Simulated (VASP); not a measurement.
# MgS (R3m) in VASP: a series of runs

The runs below take MgS through single point, with PBE.

Program: VASP 6.6.1. These are calculated values, not measurements. Logs are shortened: lines on timing, memory, paths and dates and some standing lists are left out, and cuts for length are marked.

**1. The cell of the first run**

Symmetry: R3m, No. 160, trigonal system. The conventional cell has a = 3.923 Å, b = 3.923 Å, c = 9.958 Å, α = 90.00°, β = 90.00°, γ = 120.00°. Mg (site symmetry 3m) has 4 S at 2.43 to 2.45 Å within 3.2 Å. S (site symmetry 3m) has 4 Mg at 2.43 to 2.45 Å within 3.2 Å.

**2. Single point, PBE (epitaxial 111 strain -2.0%)**

Input file INCAR:

```
SYSTEM = MgS
PREC     = Accurate       ! precision mode
ENCUT    = 520            ! plane-wave cutoff, eV
EDIFF    = 1E-6           ! SCF threshold, eV
ISMEAR   = 0              ! smearing method
SIGMA    = 0.01           ! smearing width, eV
LREAL    = .False.        ! projectors in reciprocal space
LASPH    = .True.         ! aspherical terms in the spheres
NELM     = 100            ! most SCF steps
ALGO     = Normal         ! electronic algorithm
ISIF     = 2              ! what is computed and relaxed
LWAVE    = .False.        ! write WAVECAR
LCHARG   = .True.         ! write CHGCAR
GGA      = PE             ! functional
LELF     = .True.         ! ELF
LVHAR    = .True.       
NBANDS   = 11             ! bands
```

Input file KPOINTS:

```
Automatic mesh
0
Gamma
  4 4 4
  0 0 0
```

Input file POSCAR:

```
MgS
1.0
    0.0668512600      2.8411105644      2.8411105644
    2.8411105644      0.0668512600      2.8411105644
    2.8411105644      2.8411105644      0.0668512600
Mg S
1 1
Direct
    0.0022259132      0.0022259132      0.0022259132
    0.2477740868      0.2477740868      0.2477740868
```

Potentials or basis: VASP PAW PBE potentials, release 64 (Mg, S).

Started as:

```
$ cat potpaw_PBE.64/Mg/POTCAR potpaw_PBE.64/S/POTCAR > POTCAR
$ mpirun -np 1 vasp_std > vasp.out
```

OUTCAR:

```text
SYSTEM = MgS
   PREC = Accurate
   ENCUT = 520
   EDIFF = 1E-6
   ISMEAR = 0
   LREAL = .False.
   LASPH = .True.
   NELM = 100
   ISIF = 2
   GGA = PE

 ion  position               nearest neighbor table
   1  0.002  0.002  0.002-   2 2.43   2 2.43   2 2.43   2 2.45
   2  0.248  0.248  0.248-   1 2.43   1 2.43   1 2.43   1 2.45

  LATTYP: Found a trigonal (rhomboedric) cell.
 ALAT       =     4.0184931964
 COS(alpha) =     0.5233850862

  Lattice vectors:

 A1 = (   0.0668512600,   2.8411105644,   2.8411105644)
 A2 = (   2.8411105644,   0.0668512600,   2.8411105644)
 A3 = (   2.8411105644,   2.8411105644,   0.0668512600)

Analysis of symmetry for initial positions (statically):
=====================================================================
 Subroutine PRICEL returns:
 Original cell was already a primitive cell.

 Routine SETGRP: Setting up the symmetry group for a
 trigonal (rhombohedral) supercell.

 Subroutine GETGRP returns: Found  6 space group operations
 (whereof  6 operations were pure point group operations)
 out of a pool of 12 trial point group operations.

The static configuration has the point symmetry C_3v.

Analysis of symmetry for dynamics (positions and initial velocities):
=====================================================================
 Subroutine PRICEL returns:
 Original cell was already a primitive cell.

 Routine SETGRP: Setting up the symmetry group for a
 trigonal (rhombohedral) supercell.

 Subroutine GETGRP returns: Found  6 space group operations
 (whereof  6 operations were pure point group operations)
 out of a pool of 12 trial point group operations.

The dynamic configuration has the point symmetry C_3v.

 Subroutine INISYM returns: Found  6 space group operations
 (whereof  6 operations are pure point group operations),
 and found     1 'primitive' translations

----------------------------------------------------------------------------------------

                                     Primitive cell

  volume of cell :      44.2478

  direct lattice vectors                    reciprocal lattice vectors
     0.066851260  2.841110564  2.841110564    -0.182324014  0.178132559  0.178132559
     2.841110564  0.066851260  2.841110564     0.178132559 -0.182324014  0.178132559
     2.841110564  2.841110564  0.066851260     0.178132559  0.178132559 -0.182324014

  length of vectors
     4.018493196  4.018493196  4.018493196     0.310973412  0.310973412  0.310973412

  position of ions in fractional coordinates (direct lattice)
     0.002225913  0.002225913  0.002225913
     0.247774087  0.247774087  0.247774087

  ion indices of the primitive-cell ions
   primitive index   ion index
                 1           1
                 2           2

----------------------------------------------------------------------------------------

 KPOINTS: Automatic mesh

Automatic generation of k-mesh.
 Grid dimensions read from file:
 generate k-points for:    4    4    4

 Generating k-lattice:

  Cartesian coordinates                     Fractional coordinates (reciprocal lattice)
    -0.045581003  0.044533140  0.044533140     0.250000000  0.000000000 -0.000000000
     0.044533140 -0.045581003  0.044533140     0.000000000  0.250000000 -0.000000000
     0.044533140  0.044533140 -0.045581003     0.000000000  0.000000000  0.250000000

  Length of vectors
     0.077743353  0.077743353  0.077743353

  Shift w.r.t. Gamma in fractional coordinates (k-lattice)
     0.000000000  0.000000000  0.000000000

 Subroutine IBZKPT returns following result:
 ===========================================

 Found     13 irreducible k-points:

 Following reciprocal coordinates:
            Coordinates               Weight
  0.000000  0.000000  0.000000      1.000000
  0.250000 -0.000000 -0.000000      6.000000
  0.500000 -0.000000 -0.000000      3.000000
  0.250000  0.250000 -0.000000      6.000000
  0.500000  0.250000 -0.000000     12.000000
 -0.250000  0.250000  0.000000      6.000000
  0.500000  0.500000 -0.000000      3.000000
  0.250000  0.250000  0.250000      2.000000
  0.500000  0.250000  0.250000      6.000000
 -0.250000  0.250000  0.250000      6.000000
  0.500000  0.500000  0.250000      6.000000
 -0.250000  0.500000  0.250000      6.000000
  0.500000  0.500000  0.500000      1.000000
   k-points           NKPTS =     13   k-points in BZ     NKDIM =     13   number of bands    NBANDS=     11
   number of dos      NEDOS =    301   number of ions     NIONS =      2
   total plane-waves  NPLWV =  27000
   dimension x,y,z NGX =    30 NGY =   30 NGZ =   30
   dimension x,y,z NGXF=    60 NGYF=   60 NGZF=   60
   ions per type =               1   1
   NGX,Y,Z   is equivalent  to a cutoff of  12.41, 12.41, 12.41 a.u.
   NGXF,Y,Z  is equivalent  to a cutoff of  24.82, 24.82, 24.82 a.u.
 SYSTEM =  MgS
   PREC   = accura    normal or accurate (medium, high low for compatibility)
   ISTART =      0    job   : 0-new  1-cont  2-samecut
   ICHARG =      2    charge: 1-file 2-atom 10-const
   ISPIN  =      1    spin polarized calculation?
   LNONCOLLINEAR =      F non collinear calculations
   LSORBIT =      F    spin-orbit coupling
   LASPH  =      T    aspherical Exc in radial PAW
   ENCUT  =  520.0 eV  38.22 Ry    6.18 a.u.   7.47  7.47  7.47*2*pi/ulx,y,z
   NELM   =    100;   NELMIN=  2; NELMDL= -5     # of ELM steps
   EDIFF  = 0.1E-05   stopping-criterion for ELM
   LREAL  =      F    real-space projection
   EDIFFG = 0.1E-04   stopping-criterion for IOM
   NSW    =      0    number of steps for IOM
   IBRION =     -1    ionic relax: 0-MD 1-quasi-New 2-CG
   NFREE  =      0    steps in history (QN), initial steepest desc. (CG)
   ISIF   =      2    stress and relaxation
   ISYM   =      2    0-nonsym 1-usesym 2-fastsym
   POTIM  = 0.5000    time-step for ionic-motion
   TEBEG  =    0.0;   TEEND  =   0.0 temperature during run
   PSTRESS=    0.0 pullay stress
   NELECT =       8.0000    total number of electrons
   NUPDOWN=      -1.0000    fix difference up-down
   EMIN   =  10.00;   EMAX   =-10.00  energy-range for DOS
   EFERMI =   0.00;   METHOD = LEGACY
   ISMEAR =     0;   SIGMA  =   0.01  broadening in eV -4-tet -1-fermi 0-gaus
   EFERMI_NEDOS =   21; number of points for ismear=-14 and -15
   IALGO  =     38    algorithm
   IMIX   =      4    mixing-type and parameters
     AMIX     =   0.40;   BMIX     =  1.00
     AMIX_MAG =   1.60;   BMIX_MAG =  1.00
  volume/ion in A,a.u.               =      22.12       149.30
  Fermi-wavevector in a.u.,A,eV,Ry     =   0.925708  1.749335 11.659322  0.856936
  Thomas-Fermi vector in A             =   2.051592
   LORBIT       =      0    0 simple, 1 ext, 2 COOP (PROOUT), +10 PAW based schemes
   GGA     = PE    functional components
   LHFCALC =     F    Hartree Fock is set to
   AEXX    =    0.0000 exact exchange contribution
   IVDW    =     0    specifies the selected vdW correction
   LEPSILON=     F    determine dielectric tensor
   LRPA    =     F    only Hartree local field effects (RPA)
 non-spin polarized calculation
 Gauss-broadening in eV      SIGMA  =   0.01
  energy-cutoff  :      520.00
  volume of cell :       44.25
 maximum number of plane-waves:      1207
 NGX is ok and might be reduce to    30
   NGX = 15   NGY = 15   NGZ = 15

 number of electron       8.0000000 magnetization

 Free energy of the ion-electron system (eV)
  ---------------------------------------------------
  ext. energy  EPLUGINS =         0.00000000
  ---------------------------------------------------
  free energy    TOTEN  =        -8.43628131 eV

  energy without entropy =       -8.43628131  energy(sigma->0) =       -8.43628131

 E-fermi :   1.3729     XC(G=0):  -8.4832

 val. band max:        1.3161220266   @ k =   0.0000   0.0000   0.0000
 cond. band min:       4.7946551665   @ k =   0.0000   0.0000   0.0000
 fundamental gap:      3.4785331399
 Fermi energy:         1.3728791694

 k-point     1 :       0.0000    0.0000    0.0000
  band No.  band energies     occupation
      1     -10.1126      2.00000
      2       1.0904      2.00000
      3       1.3161      2.00000
      4       1.3161      2.00000
      5       4.7947      0.00000
      6       8.9521      0.00000
      7       9.4063      0.00000
      8       9.4063      0.00000
      9      12.1215      0.00000
     10      12.1215      0.00000
     11      15.1097      0.00000

 k-point     2 :       0.2500   -0.0000   -0.0000
  band No.  band energies     occupation
      1      -9.7734      2.00000
      2      -0.6219      2.00000
      3       0.9494      2.00000
      4       1.1110      2.00000
      5       6.2713      0.00000
      6       9.1677      0.00000
      7       9.3071      0.00000
      8       9.5519      0.00000
      9      11.5446      0.00000
     10      11.8728      0.00000
     11      13.5672      0.00000

 k-point     3 :       0.5000   -0.0000   -0.0000
  band No.  band energies     occupation
      1      -9.3716      2.00000
      2      -1.9553      2.00000
      3       0.8049      2.00000
      4       0.9307      2.00000
      5       6.3770      0.00000
      6       8.7157      0.00000
      7       8.9657      0.00000
      8       9.9535      0.00000
      9      14.2508      0.00000
     10      14.3151      0.00000
     11      14.8093      0.00000
[... 113 lines left out ...]
 k-point    12 :      -0.2500    0.5000    0.2500
  band No.  band energies     occupation
      1      -9.1479      2.00000
      2      -1.1079      2.00000
      3      -0.6576      2.00000
      4      -0.1266      2.00000
      5       6.7629      0.00000
      6       9.2864      0.00000
      7       9.4428      0.00000
      8       9.9453      0.00000
      9      14.0318      0.00000
     10      15.1397      0.00000
     11      15.2434      0.00000

 k-point    13 :       0.5000    0.5000    0.5000
  band No.  band energies     occupation
      1      -9.4483      2.00000
      2      -2.0497      2.00000
      3       1.0254      2.00000
      4       1.0254      2.00000
      5       6.5984      0.00000
      6       9.1034      0.00000
      7       9.1034      0.00000
      8       9.9055      0.00000
      9      14.3107      0.00000
     10      14.3234      0.00000
     11      14.3234      0.00000

------------------------ aborting loop because EDIFF is reached ----------------------------------------

  FORCE on cell =-STRESS in cart. coord.  units (eV):
  Direction    XX          YY          ZZ          XY          YZ          ZX
  --------------------------------------------------------------------------------------
  -------------------------------------------------------------------------------------
  Total        0.7052295      0.7052295      0.7052295     -0.2084409     -0.2084409     -0.2084409
  in kB       25.5357828     25.5357828     25.5357828     -7.5474743     -7.5474743     -7.5474743
  external PRESSURE =      25.5357828 kB  Pullay stress =       0.0000000 kB

 VOLUME and BASIS-vectors are now :
 -----------------------------------------------------------------------------
  energy-cutoff  :      520.00
  volume of cell :       44.25
      direct lattice vectors                 reciprocal lattice vectors
     0.066851260  2.841110564  2.841110564    -0.182324014  0.178132559  0.178132559
     2.841110564  0.066851260  2.841110564     0.178132559 -0.182324014  0.178132559
     2.841110564  2.841110564  0.066851260     0.178132559  0.178132559 -0.182324014

 POSITION                                       TOTAL-FORCE (eV/Angst)
 -----------------------------------------------------------------------------------
      0.01280      0.01280      0.01280         0.003166      0.003166      0.003166
      1.42447      1.42447      1.42447        -0.003166     -0.003166     -0.003166
 -----------------------------------------------------------------------------------
    total drift:                                0.000144      0.000144      0.000144

  FREE ENERGIE OF THE ION-ELECTRON SYSTEM (eV)
  ---------------------------------------------------
  free  energy   TOTEN  =        -8.4362813078 eV

  energy  without entropy=       -8.4362813078  energy(sigma->0) =       -8.43628131
```

Run time: 5.1 s. Hardware: 1 thread of Intel Xeon Platinum 8481C at 2.70GHz (Sapphire Rapids), shared host; peak memory 0.16 GiB.

Results:

| Property | Result |
| --- | --- |
| Free energy | -8.4363 eV |
| Pressure | 2.6 GPa |
| Largest force | 0.005 eV/Å |
| Band gap on the k mesh | 3.48 eV, direct |

Forces in eV/Å, atoms in the order of the input:
```
Mg   0.003  0.003  0.003
S   -0.003 -0.003 -0.003
```

Levels at points of the mesh, in eV from the valence-band top:
| k point | band 2 | band 3 | band 4 | band 5 | band 6 | band 7 |
| --- | --- | --- | --- | --- | --- | --- |
| (0.00, 0.00, 0.00) | -0.23 | 0.00 | 0.00 | 3.48 | 7.64 | 8.09 |
| (0.50, 0.00, 0.00) | -3.27 | -0.51 | -0.39 | 5.06 | 7.40 | 7.65 |
| (0.50, 0.50, 0.00) | -2.96 | -1.24 | -1.03 | 3.76 | 5.61 | 11.25 |
| (0.50, 0.50, 0.50) | -3.37 | -0.29 | -0.29 | 5.28 | 7.79 | 7.79 |

Caveat: the k points lie up to 0.49 Å⁻¹ apart; the cell differs from its parent crystal (epitaxial 111 strain -2.0%). A k mesh can miss the band edges.

**3. Single point, PBE (epitaxial 111 strain -1.0%)**

Input file INCAR:

```
SYSTEM = MgS
PREC     = Accurate       ! precision mode
ENCUT    = 520            ! plane-wave cutoff, eV
EDIFF    = 1E-6           ! SCF threshold, eV
ISMEAR   = 0              ! smearing method
SIGMA    = 0.01           ! smearing width, eV
LREAL    = .FALSE.        ! projectors in reciprocal space
LASPH    = .TRUE.         ! aspherical terms in the spheres
NELM     = 60             ! most SCF steps
ALGO     = Normal         ! electronic algorithm
ISIF     = 2              ! what is computed and relaxed
LWAVE    = .FALSE.        ! write WAVECAR
LCHARG   = .TRUE.         ! write CHGCAR
GGA      = PE             ! functional
LELF     = .TRUE.         ! ELF
LVHAR    = .TRUE.       
NBANDS   = 11             ! bands
```

Input file KPOINTS:

```
Automatic mesh
0
G
  4 4 4
  0 0 0
```

Input file POSCAR:

```
MgS
1.0
    0.0333446951      2.8359127679      2.8359127679
    2.8359127679      0.0333446951      2.8359127679
    2.8359127679      2.8359127679      0.0333446951
Mg S
1 1
Direct
    0.0011245605      0.0011245605      0.0011245605
    0.2488754395      0.2488754395      0.2488754395
```

Potentials or basis: VASP PAW PBE potentials, release 64 (Mg, S).

Started as:

```
$ cat potpaw_PBE.64/Mg/POTCAR potpaw_PBE.64/S/POTCAR > POTCAR
$ mpirun -np 1 vasp_std > vasp.out
```

It took 4.9 s on 1 thread of Intel Xeon Platinum 8481C at 2.70GHz (Sapphire Rapids), shared host; peak memory 0.16 GiB.

Results (log left out):

- Free energy: -8.4494 eV
- Pressure: 1.8 GPa
- Band gap on the k mesh: 3.47 eV, direct

Stress tensor (GPa, compression positive):
```
 1.77 -0.36 -0.36
-0.36  1.77 -0.36
-0.36 -0.36  1.77
```

Levels at points of the mesh, in eV from the valence-band top:
| k point | band 1 | band 2 | band 3 | band 4 | band 5 | band 6 | band 7 | band 8 | band 9 |
| --- | --- | --- | --- | --- | --- | --- | --- | --- | --- |
| (0.00, 0.00, 0.00) | -11.34 | -0.11 | 0.00 | 0.00 | 3.47 | 7.79 | 8.02 | 8.02 | 10.82 |
| (0.50, 0.00, 0.00) | -10.63 | -3.20 | -0.42 | -0.36 | 5.09 | 7.52 | 7.64 | 8.63 | 12.94 |
| (0.50, 0.50, 0.00) | -10.42 | -2.88 | -1.13 | -1.03 | 3.83 | 5.62 | 11.22 | 12.35 | 12.37 |
| (0.50, 0.50, 0.50) | -10.67 | -3.24 | -0.31 | -0.31 | 5.20 | 7.71 | 7.71 | 8.60 | 12.94 |

Caveat: the k points lie up to 0.48 Å⁻¹ apart; the cell differs from its parent crystal (epitaxial 111 strain -1.0%).

**4. Single point, PBE (epitaxial 111 strain +1.0%)**

Input file INCAR:

```
SYSTEM = MgS
PREC = Accurate
ENCUT = 520
EDIFF = 1E-6
ISMEAR = 0
SIGMA = 0.01
LREAL = .FALSE.
LASPH = .TRUE.
NELM = 100
ALGO = Normal
ISIF = 2
LWAVE = .FALSE.
LCHARG = .FALSE.
GGA = PE
NBANDS = 11
```

KPOINTS is that of step 3.

Input file POSCAR:

```
MgS
1.0
   -0.0326539317      2.8265316779      2.8265316779
    2.8265316779     -0.0326539317      2.8265316779
    2.8265316779      2.8265316779     -0.0326539317
Mg S
1 1
Direct
   -0.0010537180     -0.0010537180     -0.0010537180
    0.2510537180      0.2510537180      0.2510537180
```

Started as:

```
$ cat potpaw_PBE.64/Mg/POTCAR potpaw_PBE.64/S/POTCAR > POTCAR
$ mpirun -np 1 vasp_std > vasp.out
```

Wall time 4.3 s (1 thread of Intel Xeon Platinum 8481C at 2.70GHz (Sapphire Rapids), shared host); peak memory 0.16 GiB.

Results (log left out):

- Free energy: -8.4569 eV
- Pressure: 0.3 GPa
- Largest force: 0.004 eV/Å
- Band gap on the k mesh: 3.32 eV, direct

Forces in eV/Å, atoms in the order of the input:
```
Mg  -0.002 -0.002 -0.002
S    0.002  0.002  0.002
```

Stress tensor (GPa, compression positive):
```
0.28 0.35 0.35
0.35 0.28 0.35
0.35 0.35 0.28
```

Levels at points of the mesh, in eV from the valence-band top:
```csv
k point,band 1,band 2,band 3,band 4,band 5,band 6,band 7,band 8
"(0.00, 0.00, 0.00)",-11.29,-0.09,-0.09,0.00,3.32,7.77,7.77,8.00
"(0.50, 0.00, 0.00)",-10.63,-3.16,-0.39,-0.34,5.02,7.52,7.64,8.47
"(0.50, 0.50, 0.00)",-10.41,-2.84,-1.13,-1.03,3.82,5.56,10.96,12.10
"(0.50, 0.50, 0.50)",-10.60,-3.12,-0.44,-0.44,4.93,7.45,7.45,8.49
```

Caveat: the k points lie up to 0.48 Å⁻¹ apart; the cell differs from its parent crystal (epitaxial 111 strain +1.0%).

**5. Summary**

| cell | gap on the mesh (eV) | pressure (GPa) |
| --- | --- | --- |
| a = 4.018 Å, angles 58.4°, 2 atoms | 3.48 | 2.6 |
| a = 4.011 Å, angles 59.2°, 2 atoms | 3.47 | 1.8 |
| a = 3.997 Å, angles 60.8°, 2 atoms | 3.32 | 0.3 |

Alike in all rows: task single point; level PBE; potentials or basis VASP PAW PBE potentials, release 64 (Mg, S); no spin polarisation; k mesh 4 × 4 × 4; cutoff (eV) 520; smearing gaussian 0.01 eV.

Caveats: all runs use coarse meshes.

Total energies depend on the potentials used, so only differences within one code and one set of settings carry meaning.
